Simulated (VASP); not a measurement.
Write the native input for VASP 6.6.1 that does the following.

| Property | Result |
| --- | --- |
| Task | single point |
| Functional | PBE |
| Potentials or basis | VASP PAW PBE potentials, release 64 (Li_sv) |
| Cutoff | 520 eV |
| k mesh | 6 × 6 × 6 |
| Occupations | fermi-dirac, width 0.1 eV |
| Spin | no spin polarisation |
| Dipole correction | no |
| Further INCAR settings | ALGO = Normal; EDIFF = 1e-06; NBANDS = 22 |

The structure of Li lies in POSCAR:

```
Li
1.0
    5.4513978575      0.0000000000      0.0000000000
    0.0000000000      5.4513978575      0.0000000000
    0.0000000000      0.0000000000      5.4513978575
Li
8
Direct
    1.0000000000      1.0000000000      1.0000000000
    0.5000000000      0.5000000000      0.5000000000
    0.2500000000      1.0000000000      0.5000000000
    0.7500000000      1.0000000000      0.5000000000
    0.5000000000      0.2500000000      1.0000000000
    0.5000000000      0.7500000000      0.0000000000
    0.0000000000      0.5000000000      0.2500000000
    0.0000000000      0.5000000000      0.7500000000
```

These files were run (other wordings do the same):

INCAR

```
ALGO = Normal
EDIFF = 1E-6
ENCUT = 520
GGA = PE
ISIF = 2
ISMEAR = -1
LASPH = True
LCHARG = False
LREAL = False
LWAVE = False
NBANDS = 22
NELM = 100
PREC = Accurate
SIGMA = 0.1
```

KPOINTS

```
k-points
0
Gamma
  6 6 6
```

Potentials or basis: VASP PAW PBE potentials, release 64 (Li_sv).

Command:

```bash
$ cat potpaw_PBE.64/Li_sv/POTCAR > POTCAR
$ mpirun -np 1 vasp_std > vasp.out
```

Results of the run:

- Band gap on the k mesh: zero (band 12 reaches 1.03 eV, above the bottom of band 13 at -0.09 eV)

Run time: 47 s on 1 thread of Intel Xeon 6975P-C, on a shared host, peak memory 0.25 GiB.
